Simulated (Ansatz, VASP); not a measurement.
# HfMoC2: VASP beside Ansatz

The input INCAR:

```
PREC = Accurate
ENCUT = 600
EDIFF = 1E-6
ISMEAR = -1
SIGMA = 0.05
LREAL = False
LASPH = True
NELM = 150
ALGO = Normal
ISIF = 3
LWAVE = False
LCHARG = False
LMAXMIX = 4
LDAU = True
LDAUTYPE = 2
LDAUL = 2 2 -1
LDAUU = 4 4 0
LDAUJ = 0 0 0
LDAUPRINT = 1
GGA = PS
IBRION = 2
NSW = 60
EDIFFG = -0.01
```

The input KPOINTS:

```
regular mesh
0
Gamma
  8 8 6
```

File POSCAR:

```
HfMoC2
1.0
    3.1914230000      0.0000000000      0.0000000000
    0.0000000000      3.1914230000      0.0000000000
    0.0000000000      0.0000000000      4.4851640000
Hf Mo C
1 1 2
Direct
    0.0000000000      0.0000000000      0.0000000000
    0.5000000000      0.5000000000      0.5000000000
    0.5000000000      0.5000000000      0.0000000000
    0.0000000000      0.0000000000      0.5000000000
```

The input input.yaml:

```yaml
crystal:
  lattice:
    - [3.191423, 0.0, 0.0]
    - [0.0, 3.191423, 0.0]
    - [0.0, 0.0, 4.485164]
  atoms:
    - { symbol: Hf, position: [0.0, 0.0, 0.0] }
    - { symbol: Mo, position: [0.5, 0.5, 0.5] }
    - { symbol: C, position: [0.5, 0.5, 0.0] }
    - { symbol: C, position: [0.0, 0.0, 0.5] }
hamiltonian:
  xc: pbesol
  pseudopotentials: { kind: paw }
  hubbard:
    sites:
      - { species: Hf, l: d, u_eff: 4.0 }
      - { species: Mo, l: d, u_eff: 4.0 }
kpoints:
  mp_grid: { grid: [8, 8, 6] }
scf:
  occupations: { method: fermi_dirac, width: 0.05 }
output:
  forces: true
  stress: true
  eigenvalues: true
relax:
  f_tol: 0.01
  max_steps: 40
  cell: { stress_tol: 0.05 }
```

Alike in both runs: task relaxation of cell and atoms; functional PBEsol; k mesh 8 × 8 × 6; occupations fermi-dirac, width 0.05 eV; no spin polarisation; Hubbard terms Hf d U = 4.0 eV, Mo d U = 4.0 eV.

|  | VASP | Ansatz |
| --- | --- | --- |
| version | VASP 6.6.1 | Ansatz 0.2.0 |
| potentials or method | VASP PAW PBE potentials, release 64 (Hf_pv, Mo_sv, C) | Ansatz PAW |
| plane-wave cutoff (eV) | 600 | 420 |
| valence electrons in the cell | 32 | 48 |

|  | VASP | Ansatz | Ansatz less VASP |
| --- | --- | --- | --- |
| gap on the k mesh at the Fermi level, each at its own relaxed structure (eV) | none | none | - |
| relaxed volume (Å³/atom) | 11.52 | 11.23 | -0.291 |
| relaxed cell length with the largest relative difference (Å) | 3.209 | 3.180 | -0.0283 |

VASP's potentials were made for PBE, not for PBEsol. The programs project onto different local orbitals, so the same U acts differently, and such runs can settle in different states. A gap of «none» marks a metal or a gap that the smearing closes. VASP's potentials hold 32 valence electrons a cell and Ansatz's 48, so a difference there can come from the potentials and not from the codes.

Spin-orbit coupling is off throughout. Noted on VASP's run: too few bands were computed for a metal, which touches its energy and stress. Noted on Ansatz's run: the plane-wave basis is chosen anew once the cell has moved, so the energies of steps on either side of that aren't comparable.
